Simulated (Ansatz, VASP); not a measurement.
**Si in VASP and in Ansatz**

```
Si
1.0
    -3.47529    3.36931    1.95838
     3.32639   -3.47033    1.87555
     3.23420    3.22924   -2.13313
Si
4
Cartesian
  1.1057 0.9536 -0.2289
  1.8853 1.9910 2.0045
  2.4063 -2.5143 1.9358
  -2.4609 2.5968 1.8234
```

Change from the starting cell: all atoms moved at random (sigma 0.22 Å a component), cell strained at random (sigma 0.03).

Alike in both runs: task single point; functional LDA; k mesh 10 × 10 × 10; occupations gaussian, width 0.03 eV; no spin polarisation.

|  | VASP | Ansatz |
| --- | --- | --- |
| version | VASP 6.6.1 | Ansatz 0.2.0 |
| potentials or method | VASP PAW LDA potentials, release 64 (Si), cutoff 520 eV | scalar-relativistic, plane waves, PAW |
| valence electrons in the cell | 16 | 16 |

```tsv
	VASP	Ansatz	Ansatz less VASP
gap on the k mesh at the Fermi level (eV)	none	none	-
pressure (GPa)	26.6	26.7	+0.09
traceless stress, the component that is largest in VASP (GPa)	41.74	41.99	+0.253
rms of the force components (eV/Å)	7.756	7.803	+0.0472
```

LDA's correlation is that of Perdew and Zunger in VASP and of Perdew and Wang (1992) in Ansatz. Atom by atom the forces differ by 0.050 eV/Å (rms over components). A gap of «none» marks a metal or a gap that the smearing closes.
